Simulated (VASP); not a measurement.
Input of a VASP 6.6.1 run:

Contents of POSCAR:

```
NaI
1.0
    0.0000000000      3.2617000699      3.2617000699
    3.2617000699      0.0000000000      3.2617000699
    3.2617000699      3.2617000699      0.0000000000
Na I
1 1
Direct
    0.0000000000      0.0000000000      0.0000000000
    0.5000000000      0.5000000000      0.5000000000
```

Contents of INCAR.step1:

```
SYSTEM = NaI
PREC     = Accurate       ! precision mode
ENCUT    = 520            ! plane-wave cutoff, eV
ISMEAR   = 0              ! smearing method
SIGMA    = 0.01           ! smearing width, eV
LREAL    = .False.        ! projectors in reciprocal space
LASPH    = .True.         ! aspherical terms in the spheres
NELM     = 100            ! most SCF steps
NBANDS   = 14             ! bands
GGA      = PE             ! functional
ALGO     = Normal         ! electronic algorithm
EDIFF    = 1E-4           ! SCF threshold, eV
LWAVE    = .True.         ! write WAVECAR
LCHARG   = .False.        ! write CHGCAR
```

INCAR.step2

```
SYSTEM = NaI
PREC     = Accurate       ! precision mode
ENCUT    = 520            ! plane-wave cutoff, eV
EDIFF    = 1E-6           ! SCF threshold, eV
ISMEAR   = 0              ! smearing method
SIGMA    = 0.01           ! smearing width, eV
LREAL    = .False.        ! projectors in reciprocal space
LASPH    = .True.         ! aspherical terms in the spheres
NELM     = 100            ! most SCF steps
ALGO     = Normal         ! electronic algorithm
ISIF     = 2              ! what is computed and relaxed
LWAVE    = .False.        ! write WAVECAR
LCHARG   = .True.         ! write CHGCAR
METAGGA  = R2SCAN         ! meta-GGA
LMIXTAU  = .True.       
LELF     = .True.         ! ELF
LVHAR    = .True.       
NBANDS   = 14             ! bands
ISTART   = 1
```

File KPOINTS:

```
regular mesh
0
Gamma
  6 6 6
  0 0 0
```

Potentials or basis: VASP PAW PBE potentials, release 64 (Na_pv, I).

Run with:

```sh
$ cat potpaw_PBE.64/Na_pv/POTCAR potpaw_PBE.64/I/POTCAR > POTCAR
$ cp INCAR.step1 INCAR
$ mpirun -np 1 vasp_std > vasp.out
$ cp INCAR.step2 INCAR
$ mpirun -np 1 vasp_std > vasp.out
```

Question: Estimate the band gap on the k mesh.

Answer: 4.37 eV.

Question: Estimate the pressure.

Answer: -0.5 GPa.

Caveat: the PAW data sets were made with another functional, which shifts forces and pressure a little; spin-orbit coupling is left out, which moves the levels of the heavy elements.
